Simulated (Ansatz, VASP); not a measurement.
## Al2O3 in VASP and in Ansatz

INCAR

```
PREC     = Accurate       # precision mode
ENCUT    = 520            # plane-wave cutoff, eV
EDIFF    = 1E-6           # SCF threshold, eV
ISMEAR   = 0              # smearing method
SIGMA    = 0.05           # smearing width, eV
LREAL    = F              # projectors in reciprocal space
LASPH    = T              # aspherical terms in the spheres
NELM     = 100            # most SCF steps
ALGO     = Normal         # electronic algorithm
ISIF     = 2              # what is computed and relaxed
LWAVE    = F              # write WAVECAR
LCHARG   = F              # write CHGCAR
GGA      = PE             # functional
IVDW     = 12             # dispersion correction
NBANDS   = 20             # bands
```

Contents of KPOINTS:

```
Automatic mesh
0
Gamma
  12 12 4
```

POSCAR

```
Al2O3
1.0
    3.1631125498      0.0000000000      0.0000000000
   -1.5815562749      2.7393358232      0.0000000000
    0.0000000000      0.0000000000      6.6840673887
Al O
2 3
Direct
    0.0000000000      0.0000000000      0.2752945179
    0.0000000000      0.0000000000      0.7247054821
    0.3333333333      0.6666666667      0.1953369158
    0.6666666667      0.3333333333      0.8046630842
    0.0000000000      0.0000000000      0.5000000000
```

Input for Ansatz:

```yaml
crystal:
  lattice:
    - [3.1631125498, 0.0, 0.0]
    - [-1.5815562749, 2.7393358232, 0.0]
    - [0.0, 0.0, 6.6840673887]
  atoms:
    - { symbol: Al, position: [0.0, 0.0, 0.2752945179] }
    - { symbol: Al, position: [0.0, 0.0, 0.7247054821] }
    - { symbol: O, position: [0.3333333333, 0.6666666667, 0.1953369158] }
    - { symbol: O, position: [0.6666666667, 0.3333333333, 0.8046630842] }
    - { symbol: O, position: [0.0, 0.0, 0.5] }
basis:
  ecutwfc: 420
kpoints:
  mp_grid: { grid: [12, 12, 4] }
hamiltonian:
  xc: pbe
  dispersion: d3bj
scf:
  occupations: { method: gaussian, width: 0.05 }
output:
  forces: true
  stress: true
  eigenvalues: true
  write_density: true
  write_potential: true
  elf: true
  volumetric_format: npy
```

Alike in both runs: task single point; functional PBE; dispersion D3(BJ); k mesh 12 × 12 × 4; occupations gaussian, width 0.05 eV; no spin polarisation.

```csv
,VASP,Ansatz
version,VASP 6.6.1,Ansatz 0.2.0
potentials or method,"VASP PAW PBE potentials, release 64 (Al, O), cutoff 520 eV","scalar-relativistic, plane waves, PAW"
valence electrons in the cell,24,24
```

```tsv
	VASP	Ansatz	Ansatz less VASP
gap on the k mesh at the Fermi level (eV)	3.42	3.43	+0.015
least direct gap on the mesh (eV)	3.76	3.77	+0.017
pressure (GPa)	13.0	12.8	-0.22
traceless stress, the component that is largest in VASP (GPa)	64.04	63.33	-0.711
rms of the force components (eV/Å)	3.252	3.208	-0.0438
```

Atom by atom the forces differ by 0.044 eV/Å (rms over components).
